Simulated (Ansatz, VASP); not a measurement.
**One calculation of TePb3Se2, two programs**

Contents of INCAR:

```
  ALGO = Normal
  EDIFF = 1E-7
  ENCUT = 520
  GGA = PE
  ISIF = 2
  ISMEAR = 0
  LASPH = True
  LCHARG = False
  LREAL = False
  LWAVE = False
  NBANDS = 39
  NELM = 60
  PREC = Accurate
  SIGMA = 0.1
```

KPOINTS

```
k-points
0
Gamma
  6 6 6
```

POSCAR

```
TePb3Se2
1.0
   -2.2135152200      2.2135152200      9.3911497300
    2.2135152200     -2.2135152200      9.3911497300
    2.2135152200      2.2135152200     -9.3911497300
Te Pb Se
1 3 2
Direct
    0.0000000000      0.0000000000      0.0000000000
    0.8333333300      0.8333333300      0.0000000000
    0.5000000000      0.5000000000      0.0000000000
    0.1666666700      0.1666666700      0.0000000000
    0.6666666700      0.6666666700      0.0000000000
    0.3333333300      0.3333333300      0.0000000000
```

Input for Ansatz:

```yaml
crystal:
  lattice:
    - [-2.21351522, 2.21351522, 9.39114973]
    - [2.21351522, -2.21351522, 9.39114973]
    - [2.21351522, 2.21351522, -9.39114973]
  atoms:
    - { symbol: Te, position: [0.0, 0.0, 0.0] }
    - { symbol: Pb, position: [0.83333333, 0.83333333, 0.0] }
    - { symbol: Pb, position: [0.5, 0.5, 0.0] }
    - { symbol: Pb, position: [0.16666667, 0.16666667, 0.0] }
    - { symbol: Se, position: [0.66666667, 0.66666667, 0.0] }
    - { symbol: Se, position: [0.33333333, 0.33333333, 0.0] }
basis:
  ecutwfc: 420
kpoints:
  mp_grid: { grid: [6, 6, 6] }
hamiltonian:
  xc: pbe
scf:
  occupations: { method: gaussian, width: 0.1 }
  lower_state_search: "off"
output:
  forces: true
  stress: true
  eigenvalues: true
```

Alike in both runs: task single point; functional PBE; k mesh 6 × 6 × 6; occupations gaussian, width 0.1 eV; no spin polarisation.

|  | VASP | Ansatz |
| --- | --- | --- |
| version | VASP 6.6.1 | Ansatz 0.2.0 |
| potentials or method | VASP PAW PBE potentials, release 64 (Te, Pb_d, Se), cutoff 520 eV | scalar-relativistic, plane waves, PAW |
| valence electrons in the cell | 60 | 90 |

```csv
,VASP,Ansatz,Ansatz less VASP
gap on the k mesh at the Fermi level (eV),0.42,0.42,-0.005
least direct gap on the mesh (eV),0.42,0.42,-0.005
pressure (GPa),1.9,2.0,+0.03
rms of the force components (eV/Å),0.137,0.137,0.0000
```

Atom by atom the forces differ by 0.000 eV/Å (rms over components). VASP's potentials hold 60 valence electrons a cell and Ansatz's 90, so a difference there can come from the potentials and not from the codes.

Neither program's run includes spin-orbit coupling.
